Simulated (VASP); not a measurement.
# Cu (I4/mmm) in VASP: a series of runs

The runs below take Cu through single point, with r2SCAN.

All numbers are computed with VASP 6.6.1; they aren't measurements. Logs are shortened: lines on timing, memory, paths and dates and some standing lists are left out, and cuts for length are marked.

**1. The cell of the first run**

It takes space group I4/mmm (No. 139, tetragonal). The conventional cell has a = 2.958 Å, b = 2.958 Å, c = 2.752 Å, α = 90.00°, β = 90.00°, γ = 90.00°. Within 3.3 Å of Cu (site symmetry 4/mmm) lie 14 Cu at 2.50 to 2.96 Å.

**2. Single point, r2SCAN (strain +0.025 along x and y, +0.000 along z)**

POSCAR

```
Cu
1.0
   -1.4788631530      1.4788631530      1.3760814500
    1.4788631530     -1.4788631530      1.3760814500
    1.4788631530      1.4788631530     -1.3760814500
Cu
1
Direct
    0.0000000000      0.0000000000      0.0000000000
```

INCAR.step1

```
SYSTEM = Cu
  PREC = Accurate
  ENCUT = 520
  ISMEAR = 0
  SIGMA = 0.15
  LREAL = .False.
  LASPH = .True.
  NELM = 100
  NBANDS = 12
  GGA = PE
  ALGO = Normal
  EDIFF = 1E-4
  LWAVE = .True.
  LCHARG = .False.
```

INCAR.step2

```
SYSTEM = Cu
  PREC = Accurate
  ENCUT = 520
  EDIFF = 1E-6
  ISMEAR = 0
  SIGMA = 0.15
  LREAL = .False.
  LASPH = .True.
  NELM = 100
  ALGO = Normal
  ISIF = 2
  LWAVE = .False.
  LCHARG = .False.
  METAGGA = R2SCAN
  LMIXTAU = .True.
  NBANDS = 12
  ISTART = 1
```

KPOINTS

```
regular mesh
0
Gamma
  24 24 24
  0 0 0
```

Potentials or basis: VASP PAW PBE potentials, release 64 (Cu).

Launch:

```sh
$ cat potpaw_PBE.64/Cu/POTCAR > POTCAR
$ cp INCAR.step1 INCAR
$ mpirun -np 1 vasp_std > vasp.out
$ cp INCAR.step2 INCAR
$ mpirun -np 1 vasp_std > vasp.out
```

OUTCAR:

```text
SYSTEM = Cu
   PREC = Accurate
   ENCUT = 520
   EDIFF = 1E-6
   ISMEAR = 0
   LREAL = .False.
   LASPH = .True.
   NELM = 100
   ISIF = 2
   METAGGA = R2SCAN
   ISTART = 1

 ion  position               nearest neighbor table
   1  0.000  0.000  0.000-

  LATTYP: Found a body centered tetragonal cell.
 ALAT       =     2.9577263060
 C/A-ratio  =     0.9304995173

  Lattice vectors:

 A1 = (  -1.4788631530,   1.4788631530,   1.3760814500)
 A2 = (   1.4788631530,  -1.4788631530,   1.3760814500)
 A3 = (   1.4788631530,   1.4788631530,  -1.3760814500)

Analysis of symmetry for initial positions (statically):
=====================================================================
 Subroutine PRICEL returns:
 Original cell was already a primitive cell.

 Routine SETGRP: Setting up the symmetry group for a
 body centered tetragonal supercell.

 Subroutine GETGRP returns: Found 16 space group operations
 (whereof 16 operations were pure point group operations)
 out of a pool of 16 trial point group operations.

The static configuration has the point symmetry D_4h.

Analysis of symmetry for dynamics (positions and initial velocities):
=====================================================================
 Subroutine PRICEL returns:
 Original cell was already a primitive cell.

 Routine SETGRP: Setting up the symmetry group for a
 body centered tetragonal supercell.

 Subroutine GETGRP returns: Found 16 space group operations
 (whereof 16 operations were pure point group operations)
 out of a pool of 16 trial point group operations.

The dynamic configuration has the point symmetry D_4h.

 Subroutine INISYM returns: Found 16 space group operations
 (whereof 16 operations are pure point group operations),
 and found     1 'primitive' translations

----------------------------------------------------------------------------------------

                                     Primitive cell

  volume of cell :      12.0382

  direct lattice vectors                    reciprocal lattice vectors
    -1.478863153  1.478863153  1.376081450     0.000000000  0.338097544  0.363350585
     1.478863153 -1.478863153  1.376081450     0.338097544  0.000000000  0.363350585
     1.478863153  1.478863153 -1.376081450     0.338097544  0.338097544  0.000000000

  length of vectors
     2.503532026  2.503532026  2.503532026     0.496320055  0.496320055  0.478142132

  position of ions in fractional coordinates (direct lattice)
     0.000000000  0.000000000  0.000000000

  ion indices of the primitive-cell ions
   primitive index   ion index
                 1           1

----------------------------------------------------------------------------------------

 KPOINTS: regular mesh

Automatic generation of k-mesh.
 Grid dimensions read from file:
 generate k-points for:   24   24   24

 Generating k-lattice:

  Cartesian coordinates                     Fractional coordinates (reciprocal lattice)
     0.000000000  0.014087398  0.015139608     0.041666667  0.000000000  0.000000000
     0.014087398  0.000000000  0.015139608     0.000000000  0.041666667  0.000000000
     0.014087398  0.014087398  0.000000000     0.000000000  0.000000000  0.041666667

  Length of vectors
     0.020680002  0.020680002  0.019922589

  Shift w.r.t. Gamma in fractional coordinates (k-lattice)
     0.000000000  0.000000000  0.000000000

 Subroutine IBZKPT returns following result:
 ===========================================

 Found   1063 irreducible k-points:

 Following reciprocal coordinates:
            Coordinates               Weight
  0.000000  0.000000  0.000000      1.000000
  0.041667  0.000000  0.000000      8.000000
  0.083333 -0.000000  0.000000      8.000000
  0.125000  0.000000  0.000000      8.000000
  0.166667 -0.000000  0.000000      8.000000
  0.208333 -0.000000  0.000000      8.000000
[... 16 lines left out ...]
  0.416667  0.041667 -0.000000     16.000000
  0.458333  0.041667  0.000000     16.000000
 [... further k-points ...]
   k-points           NKPTS =   1063   k-points in BZ     NKDIM =   1063   number of bands    NBANDS=     12
   number of dos      NEDOS =    301   number of ions     NIONS =      1
   total plane-waves  NPLWV =   8000
   dimension x,y,z NGX =    20 NGY =   20 NGZ =   20
   dimension x,y,z NGXF=    40 NGYF=   40 NGZF=   40
   ions per type =               1
   NGX,Y,Z   is equivalent  to a cutoff of  13.28, 13.28, 13.28 a.u.
   NGXF,Y,Z  is equivalent  to a cutoff of  26.56, 26.56, 26.56 a.u.
 SYSTEM =  Cu
   PREC   = accura    normal or accurate (medium, high low for compatibility)
   ISTART =      1    job   : 0-new  1-cont  2-samecut
   ICHARG =      0    charge: 1-file 2-atom 10-const
   ISPIN  =      1    spin polarized calculation?
   LNONCOLLINEAR =      F non collinear calculations
   LSORBIT =      F    spin-orbit coupling
   LASPH  =      T    aspherical Exc in radial PAW
   ENCUT  =  520.0 eV  38.22 Ry    6.18 a.u.   4.65  4.65  4.65*2*pi/ulx,y,z
   NELM   =    100;   NELMIN=  2; NELMDL=  0     # of ELM steps
   EDIFF  = 0.1E-05   stopping-criterion for ELM
   LREAL  =      F    real-space projection
   EDIFFG = 0.1E-04   stopping-criterion for IOM
   NSW    =      0    number of steps for IOM
   IBRION =     -1    ionic relax: 0-MD 1-quasi-New 2-CG
   NFREE  =      0    steps in history (QN), initial steepest desc. (CG)
   ISIF   =      2    stress and relaxation
   ISYM   =      2    0-nonsym 1-usesym 2-fastsym
   POTIM  = 0.5000    time-step for ionic-motion
   TEBEG  =    0.0;   TEEND  =   0.0 temperature during run
   PSTRESS=    0.0 pullay stress
   NELECT =      11.0000    total number of electrons
   NUPDOWN=      -1.0000    fix difference up-down
   EMIN   =  10.00;   EMAX   =-10.00  energy-range for DOS
   EFERMI =   0.00;   METHOD = LEGACY
   ISMEAR =     0;   SIGMA  =   0.15  broadening in eV -4-tet -1-fermi 0-gaus
   EFERMI_NEDOS =   21; number of points for ismear=-14 and -15
   IALGO  =     38    algorithm
   IMIX   =      4    mixing-type and parameters
     AMIX     =   0.40;   BMIX     =  1.00
     AMIX_MAG =   1.60;   BMIX_MAG =  1.00
  volume/ion in A,a.u.               =      12.04        81.24
  Fermi-wavevector in a.u.,A,eV,Ry     =   1.588616  3.002050 34.337048  2.523702
  Thomas-Fermi vector in A             =   2.687592
   LORBIT       =      0    0 simple, 1 ext, 2 COOP (PROOUT), +10 PAW based schemes
   METAGGA = R2SCAN    functional components
   LHFCALC =     F    Hartree Fock is set to
   AEXX    =    0.0000 exact exchange contribution
   IVDW    =     0    specifies the selected vdW correction
   LEPSILON=     F    determine dielectric tensor
   LRPA    =     F    only Hartree local field effects (RPA)
 non-spin polarized calculation
 Gauss-broadening in eV      SIGMA  =   0.15
  energy-cutoff  :      520.00
  volume of cell :       12.04
 maximum number of plane-waves:       338
   NGX =  9   NGY =  9   NGZ =  9

 number of electron      10.9999991 magnetization

 Free energy of the ion-electron system (eV)
  ---------------------------------------------------
  ext. energy  EPLUGINS =         0.00000000
  ---------------------------------------------------
  free energy    TOTEN  =       -10.78260361 eV

  energy without entropy =      -10.77827160  energy(sigma->0) =      -10.78043760

 E-fermi :   7.1649     XC(G=0): -13.6190

 val. band max:        7.1630027128   @ k =   0.5000   0.1667   0.0833
 cond. band min:       7.1726029649   @ k =   0.5000   0.1250   0.0417
 fundamental gap:      0.0096002521
 Fermi energy:         7.1648914191

 k-point     1 :       0.0000    0.0000    0.0000
  band No.  band energies     occupation
      1      -2.3481      2.00000
      2       3.8416      2.00000
      3       4.1212      2.00000
      4       4.1213      2.00000
      5       4.8242      2.00000
      6       5.1158      2.00000
      7      32.1428      0.00000
      8      32.1428      0.00000
      9      34.2635      0.00000
     10      36.1357      0.00000
     11      36.2493      0.00000
     12      36.3619      0.00000

 k-point     2 :       0.0417    0.0000    0.0000
  band No.  band energies     occupation
      1      -2.2774      2.00000
      2       3.8490      2.00000
      3       4.1189      2.00000
      4       4.1257      2.00000
      5       4.8260      2.00000
      6       5.1054      2.00000
      7      31.7808      0.00000
      8      31.9045      0.00000
      9      33.5264      0.00000
     10      35.2294      0.00000
     11      35.5686      0.00000
     12      35.9762      0.00000

 k-point     3 :       0.0833   -0.0000    0.0000
  band No.  band energies     occupation
      1      -2.0668      2.00000
      2       3.8548      2.00000
      3       4.1099      2.00000
      4       4.1553      2.00000
      5       4.8320      2.00000
      6       5.0777      2.00000
      7      30.6113      0.00000
      8      31.3343      0.00000
      9      31.9270      0.00000
     10      33.9327      0.00000
     11      34.7703      0.00000
     12      35.7602      0.00000
[... 286 lines left out ...]
 k-point    23 :       0.4167    0.0417   -0.0000
  band No.  band energies     occupation
      1       2.0842      2.00000
      2       3.2332      2.00000
      3       4.8981      2.00000
      4       5.1927      2.00000
      5       5.4913      2.00000
      6       6.3586      2.00000
      7      13.0534      0.00000
      8      24.2252      0.00000
      9      24.8481      0.00000
     10      29.0501      0.00000
     11      31.9485      0.00000
     12      40.3525      0.00000

 k-point    24 :       0.4583    0.0417    0.0000
  band No.  band energies     occupation
      1       2.1314      2.00000
      2       3.2089      2.00000
      3       4.9294      2.00000
      4       5.2041      2.00000
      5       5.6037      2.00000
      6       6.9451      1.96174
      7      12.0846      0.00000
      8      23.9841      0.00000
      9      24.6927      0.00000
     10      28.9934      0.00000
     11      31.9479      0.00000
     12      41.0197      0.00000

 [... further k-points ...]
[... 5 lines left out ...]
  --------------------------------------------------------------------------------------
  -------------------------------------------------------------------------------------
  Total       -0.4590352     -0.4590352     -0.4426214      0.0000000      0.0000000      0.0000000
  in kB      -61.0937065    -61.0937065    -58.9091725      0.0000000      0.0000000      0.0000000
  external PRESSURE =     -60.3655285 kB  Pullay stress =       0.0000000 kB

 VOLUME and BASIS-vectors are now :
 -----------------------------------------------------------------------------
  energy-cutoff  :      520.00
  volume of cell :       12.04
      direct lattice vectors                 reciprocal lattice vectors
    -1.478863153  1.478863153  1.376081450     0.000000000  0.338097544  0.363350585
     1.478863153 -1.478863153  1.376081450     0.338097544  0.000000000  0.363350585
     1.478863153  1.478863153 -1.376081450     0.338097544  0.338097544  0.000000000

 POSITION                                       TOTAL-FORCE (eV/Angst)
 -----------------------------------------------------------------------------------
      0.00000      0.00000      0.00000        -0.000000     -0.000000     -0.000000
 -----------------------------------------------------------------------------------
    total drift:                                0.000000     -0.000000      0.000000

  FREE ENERGIE OF THE ION-ELECTRON SYSTEM (eV)
  ---------------------------------------------------
  free  energy   TOTEN  =       -10.7826036141 eV

  energy  without entropy=      -10.7782715955  energy(sigma->0) =      -10.78043760
```

It took 12 min on 1 thread of Intel Xeon 8259CL, shared host; peak memory 0.26 GiB.

Results:

```yaml
Free_energy: -10.7826 eV
Pressure: -6.0 GPa
Band_gap_on_the_k_mesh: zero (an odd number of electrons rules out a gap without spin polarisation)
```

Caveat: the cell differs from its parent crystal (strain +0.025 along x and y, +0.000 along z); the cell stands under tension; the PAW data sets were made with another functional, which shifts forces and pressure a little.

**3. Single point, r2SCAN (strain +0.025 along x and y, +0.025 along z)**

POSCAR

```
Cu
1.0
   -1.4788631530      1.4788631530      1.4104834862
    1.4788631530     -1.4788631530      1.4104834862
    1.4788631530      1.4788631530     -1.4104834862
Cu
1
Direct
    0.0000000000      0.0000000000      0.0000000000
```

INCAR.step1

```
SYSTEM = Cu
PREC = Accurate ; ENCUT = 520
ISMEAR = 0 ; SIGMA = 0.15
LREAL = .False. ; LASPH = .True.
NELM = 60 ; NBANDS = 12
GGA = PE ; ALGO = Normal
EDIFF = 1E-4 ; LWAVE = .True.
LCHARG = .False.
```

INCAR.step2

```
SYSTEM = Cu
PREC = Accurate ; ENCUT = 520
EDIFF = 1E-7 ; ISMEAR = 0
SIGMA = 0.15 ; LREAL = .False.
LASPH = .True. ; NELM = 60
ALGO = Normal ; ISIF = 2
LWAVE = .False. ; LCHARG = .True.
METAGGA = R2SCAN ; LMIXTAU = .True.
LELF = .True. ; LVHAR = .True.
NBANDS = 12 ; ISTART = 1
```

KPOINTS

```
Automatic mesh
0
Gamma
  24 24 24
  0 0 0
```

Potentials or basis: VASP PAW PBE potentials, release 64 (Cu).

Launch:

```sh
$ cat potpaw_PBE.64/Cu/POTCAR > POTCAR
$ cp INCAR.step1 INCAR
$ mpirun -np 1 vasp_std > vasp.out
$ cp INCAR.step2 INCAR
$ mpirun -np 1 vasp_std > vasp.out
```

It took 16 min on 1 thread of Intel Xeon 8259CL, shared host; peak memory 0.26 GiB.

Results (log left out):

```yaml
Free_energy: -10.7685 eV
Pressure: -9.1 GPa
Band_gap_on_the_k_mesh: zero (an odd number of electrons rules out a gap without spin polarisation)
```

Stress tensor (GPa, compression positive):
```
-8.97  0.00  0.00
 0.00 -8.97  0.00
 0.00  0.00 -9.27
```

Levels at points of the mesh, in eV from the Fermi level:
```
           k point  band 2  band 3  band 4  band 5  band 6  band 7  band 8  band 9  band 10  band 11
(0.00, 0.00, 0.00)   -3.18   -3.01   -3.01   -2.23   -2.05   25.09   25.09   26.38    28.60    28.60
(0.50, 0.00, 0.00)   -3.82   -2.15   -1.95   -1.42   -0.36    4.54   17.47   17.50    21.21    24.11
(0.50, 0.50, 0.00)   -3.60   -2.29   -2.08   -1.44   -0.72    4.02   18.75   18.87    22.41    25.21
(0.50, 0.50, 0.50)   -4.54   -1.60   -1.60   -1.55    7.86    7.87    9.70   13.17    13.76    16.37
```

Caveat: the cell differs from its parent crystal (strain +0.025 along x and y, +0.025 along z); the cell stands under tension; the PAW data sets were made with another functional, which shifts forces and pressure a little.

**4. Single point, r2SCAN (strain +0.025 along x and y, +0.050 along z)**

POSCAR

```
Cu
1.0
   -1.4788631530      1.4788631530      1.4448855225
    1.4788631530     -1.4788631530      1.4448855225
    1.4788631530      1.4788631530     -1.4448855225
Cu
1
Direct
    0.0000000000      0.0000000000      0.0000000000
```

INCAR.step1

```
ALGO     = Normal         # electronic algorithm
EDIFF    = 1E-4           # SCF threshold, eV
ENCUT    = 520            # plane-wave cutoff, eV
GGA      = PE             # functional
ISMEAR   = 0              # smearing method
LASPH    = True           # aspherical terms in the spheres
LCHARG   = False          # write CHGCAR
LREAL    = False          # projectors in reciprocal space
LWAVE    = True           # write WAVECAR
NBANDS   = 12             # bands
NELM     = 100            # most SCF steps
PREC     = Accurate       # precision mode
SIGMA    = 0.15           # smearing width, eV
```

INCAR.step2

```
ALGO     = Normal         # electronic algorithm
EDIFF    = 1E-6           # SCF threshold, eV
ENCUT    = 520            # plane-wave cutoff, eV
ISIF     = 2              # what is computed and relaxed
ISMEAR   = 0              # smearing method
ISTART   = 1            
LASPH    = True           # aspherical terms in the spheres
LCHARG   = False          # write CHGCAR
LMIXTAU  = True         
LREAL    = False          # projectors in reciprocal space
LWAVE    = False          # write WAVECAR
METAGGA  = R2SCAN         # meta-GGA
NBANDS   = 12             # bands
NELM     = 100            # most SCF steps
PREC     = Accurate       # precision mode
SIGMA    = 0.15           # smearing width, eV
```

KPOINTS

```
k-points
0
Gamma
  24 24 24
```

Potentials or basis: VASP PAW PBE potentials, release 64 (Cu).

Launch:

```sh
$ cat potpaw_PBE.64/Cu/POTCAR > POTCAR
$ cp INCAR.step1 INCAR
$ mpirun -np 1 vasp_std > vasp.out
$ cp INCAR.step2 INCAR
$ mpirun -np 1 vasp_std > vasp.out
```

OUTCAR:

```text
EDIFF = 1E-6
   ENCUT = 520
   ISIF = 2
   ISMEAR = 0
   ISTART = 1
   LASPH = True
   LREAL = False
   METAGGA = R2SCAN
   NELM = 100
   PREC = Accurate

 ion  position               nearest neighbor table
   1  0.000  0.000  0.000-

  LATTYP: Found a body centered tetragonal cell.
 ALAT       =     2.9577263060
 C/A-ratio  =     0.9770244932

  Lattice vectors:

 A1 = (  -1.4788631530,   1.4788631530,   1.4448855225)
 A2 = (   1.4788631530,  -1.4788631530,   1.4448855225)
[... 531 lines left out ...]
      4       4.5882      2.00000
      5       5.0625      2.00000
      6       6.3340      1.98285
      7      11.0543      0.00000
      8      23.2789      0.00000
      9      24.0151      0.00000
     10      28.2115      0.00000
     11      30.9140      0.00000
     12      40.1186      0.00000

 [... further k-points ...]
[... 5 lines left out ...]
  --------------------------------------------------------------------------------------
  -------------------------------------------------------------------------------------
  Total       -0.9093791     -0.9093791     -0.9292046      0.0000000     -0.0000000      0.0000000
  in kB     -115.2673005   -115.2673005   -117.7802676      0.0000000     -0.0000000      0.0000000
  external PRESSURE =    -116.1049562 kB  Pullay stress =       0.0000000 kB

 VOLUME and BASIS-vectors are now :
 -----------------------------------------------------------------------------
  energy-cutoff  :      520.00
  volume of cell :       12.64
      direct lattice vectors                 reciprocal lattice vectors
    -1.478863153  1.478863153  1.444885522     0.000000000  0.338097544  0.346048176
     1.478863153 -1.478863153  1.444885522     0.338097544  0.000000000  0.346048176
     1.478863153  1.478863153 -1.444885522     0.338097544  0.338097544  0.000000000

 POSITION                                       TOTAL-FORCE (eV/Angst)
 -----------------------------------------------------------------------------------
      0.00000      0.00000      0.00000         0.000000      0.000000      0.000000
 -----------------------------------------------------------------------------------
    total drift:                                0.000000     -0.000000      0.000000

  FREE ENERGIE OF THE ION-ELECTRON SYSTEM (eV)
  ---------------------------------------------------
  free  energy   TOTEN  =       -10.7488493695 eV

  energy  without entropy=      -10.7440297400  energy(sigma->0) =      -10.74643955
```

Run time: 12 min. Hardware: 1 thread of Intel Xeon 8259CL, shared host; peak memory 0.27 GiB.

Results:

```yaml
Free_energy: -10.7488 eV
Pressure: -11.6 GPa
Band_gap_on_the_k_mesh: zero (an odd number of electrons rules out a gap without spin polarisation)
```

Levels at points of the mesh, in eV from the Fermi level:
| k point | band 4 | band 5 | band 6 | band 7 | band 8 | band 9 |
| --- | --- | --- | --- | --- | --- | --- |
| (0.00, 0.00, 0.00) | -2.97 | -2.13 | -2.04 | 25.15 | 25.15 | 25.73 |
| (0.50, 0.00, 0.00) | -1.96 | -1.40 | -0.37 | 4.31 | 17.39 | 17.49 |
| (0.50, 0.50, 0.00) | -2.01 | -1.41 | -0.54 | 4.07 | 18.06 | 18.10 |
| (0.50, 0.50, 0.50) | -1.57 | -1.54 | 8.06 | 8.06 | 8.94 | 13.24 |

Caveat: the cell differs from its parent crystal (strain +0.025 along x and y, +0.050 along z); the cell stands under tension; the PAW data sets were made with another functional, which shifts forces and pressure a little.

**5. The runs side by side**

| cell | gap on the mesh (eV) | pressure (GPa) |
| --- | --- | --- |
| a = 2.504 Å, angles 107.6, 107.6, 113.3°, 1 atom | none | -6.0 |
| a = 2.523 Å, angles 108.2, 108.2, 112.0°, 1 atom | none | -9.1 |
| a = 2.542 Å, angles 108.8, 108.8, 110.7°, 1 atom | none | -11.6 |

Alike in all rows: task single point; level r2SCAN; potentials or basis VASP PAW PBE potentials, release 64 (Cu); no spin polarisation; k mesh 24 × 24 × 24; cutoff (eV) 520; smearing gaussian 0.15 eV.

Caveats: the cell stands under tension; the PAW data sets were made with another functional, which shifts forces and pressure a little.

Absolute energies hang on the potentials; compare differences alone.
